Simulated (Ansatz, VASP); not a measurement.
## SnPb3S4 in VASP and in Ansatz

```
Sn Pb S
1.0
     4.25317    2.45557    3.44677
    -4.25317    2.45557    3.44677
     0.00000   -4.91114    3.44677
Sn Pb S
1 3 4
Direct
  0.98461 0.98461 0.98461
  0.49734 0.49734 0.99550
  0.99550 0.49734 0.49734
  0.49734 0.99550 0.49734
  0.99690 0.99690 0.53219
  0.53219 0.99690 0.99690
  0.99690 0.53219 0.99690
  0.50005 0.50005 0.50005
```

Change from the starting cell: the structure that the rattled cell fell into.

Alike in both runs: functional PBE; k mesh 6 × 6 × 6; occupations gaussian, width 0.02 eV; no spin polarisation.

Ansatz relaxed the structure, and its values are those at the end. VASP's run is a single point on that final structure, the one shown.

|  | VASP | Ansatz |
| --- | --- | --- |
| version | VASP 6.6.1 | Ansatz 0.2.0 |
| potentials or method | VASP PAW PBE potentials, release 64 (Sn_d, Pb_d, S), cutoff 520 eV | scalar-relativistic, plane waves, PAW |
| valence electrons in the cell | 80 | 80 |

```tsv
	VASP	Ansatz	Ansatz less VASP
gap on the k mesh at the Fermi level (eV)	0.18	0.17	-0.007
least direct gap on the mesh (eV)	0.18	0.17	-0.007
pressure (GPa)	-0.1	0.0	+0.06
```

Spin-orbit coupling is off throughout.
